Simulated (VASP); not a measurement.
HfB: single point with PBE

HfB:

```
Hf B
1.0
     2.48941    2.48941    0.00000
    -2.48941    2.48941    0.00000
     0.00000    0.00000    4.79357
Hf B
2 2
Direct
  0.50000 0.50000 0.00000
  0.00000 0.00000 0.50000
  0.00000 0.00000 0.00000
  0.50000 0.50000 0.50000
```

This cell differs from its parent crystal: biaxial strain in the a-b plane: +3.0 %, then relaxed in part.

```yaml
Program: VASP 6.6.1
Task: single point
Functional: PBE
Potentials_or_basis: VASP PAW PBE potentials, release 64 (Hf_pv, B)
Cutoff: 520 eV
k_mesh: 12 × 12 × 10
Occupations: gaussian, width 0.1 eV
Spin: no spin polarisation
```

- Pressure: -7.4 GPa
- Band gap on the k mesh: zero (band 13 reaches 5.86 eV, above the bottom of band 14 at 2.63 eV)

Stress tensor (GPa, compression positive):
```
-11.11   0.00   0.00
  0.00 -11.11   0.00
  0.00   0.00   0.03
```

Levels at points of the mesh, in eV from the Fermi level:
| k point | band 12 | band 13 | band 14 | band 15 | band 16 | band 17 |
| --- | --- | --- | --- | --- | --- | --- |
| (0.00, 0.00, 0.00) | 1.65 | 1.88 | 1.88 | 2.24 | 3.34 | 3.40 |
| (0.50, 0.00, 0.00) | -0.85 | -0.64 | -0.64 | 3.85 | 3.85 | 5.41 |
| (0.50, 0.50, 0.00) | -0.64 | 1.88 | 1.88 | 1.95 | 1.95 | 5.04 |
| (0.00, 0.00, 0.50) | 0.47 | 1.05 | 1.05 | 1.05 | 1.05 | 4.14 |
| (0.50, 0.00, 0.50) | -1.12 | -1.02 | -1.02 | 5.22 | 5.22 | 5.49 |
| (0.50, 0.50, 0.50) | -1.47 | -1.35 | -1.35 | 5.02 | 5.02 | 5.02 |

Wall time 71 s on 1 thread of Intel(R) Xeon(R) 6975P-C (Granite Rapids) (shared host), peak memory 0.31 GiB.

Caveat: the cell differs from its parent crystal (biaxial strain in the a-b plane: +3.0 %, then relaxed in part); spin-orbit coupling is left out, which moves the levels of the heavy elements.
